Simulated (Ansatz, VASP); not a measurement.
## SrVO3: VASP beside Ansatz

```
Sr V O
1.0
     3.84090    0.00000    0.00000
     0.00000    3.84090    0.00000
     0.00000    0.00000    3.84090
Sr V O
1 1 3
Cartesian
  1.9204 1.9204 1.9204
  0.0000 0.0000 0.0000
  0.0000 0.0000 1.9204
  0.0000 1.9204 0.0000
  1.9204 0.0000 0.0000
```

Alike in both runs: task single point; functional PBEsol; k mesh 7 × 7 × 7; occupations fermi-dirac, width 0.05 eV; collinear spin.

|  | VASP | Ansatz |
| --- | --- | --- |
| version | VASP 6.6.1 | Ansatz 0.2.0 |
| potentials or method | VASP PAW PBE potentials, release 64 (Sr_sv, V_sv, O) | Ansatz PAW |
| plane-wave cutoff (eV) | 520 | 420 |
| valence electrons in the cell | 41 | 41 |

Ansatz gave:

```
gap on the k mesh at the Fermi level (eV) : none
pressure (GPa)                            : -4.7
net moment per atom (μB)                  : 0.00
```

Problem. What did VASP give for the same quantities?

Solution. gap on the k mesh at the Fermi level (eV): none; pressure (GPa): -4.0; net moment per atom (μB): 0.00.

VASP's potentials were made for PBE, not for PBEsol. A gap of «none» marks a metal or a gap that the smearing closes.
